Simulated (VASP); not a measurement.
ZnS:

```
Zn S
1.0
     0.00000    2.73756    2.73756
     2.73756    0.00000    2.73756
     2.73756    2.73756    0.00000
Zn S
1 1
Direct
  0.75000 0.75000 0.75000
  0.00000 0.00000 0.00000
```

Base run:

| Quantity | Value |
| --- | --- |
| Program | VASP 6.6.1 |
| Functional | r2SCAN50 |
| Potentials or basis | VASP PAW PBE potentials, release 64 (Zn, S) |
| Cutoff | 520 eV |
| k mesh | 5 × 5 × 5 |
| Occupations | fermi-dirac, width 0.05 eV |
| Spin | no spin polarisation |

Its results: band gap on the k mesh 5.88 eV; pressure -3.6 GPa.

Problem. The run is repeated on the same cell with these changes: functional from r2SCAN50 to b88 exchange, pbe correlation; cutoff from 520 eV to 500 eV; k mesh from 5 × 5 × 5 to 9 × 9 × 9. What comes out?

Solution. Band gap on the k mesh 1.95 eV; pressure -1.1 GPa.

Several settings changed at once.

Caveats: the PAW data sets were made with another functional, which shifts forces and pressure a little; the cell stands under tension (at least some runs).

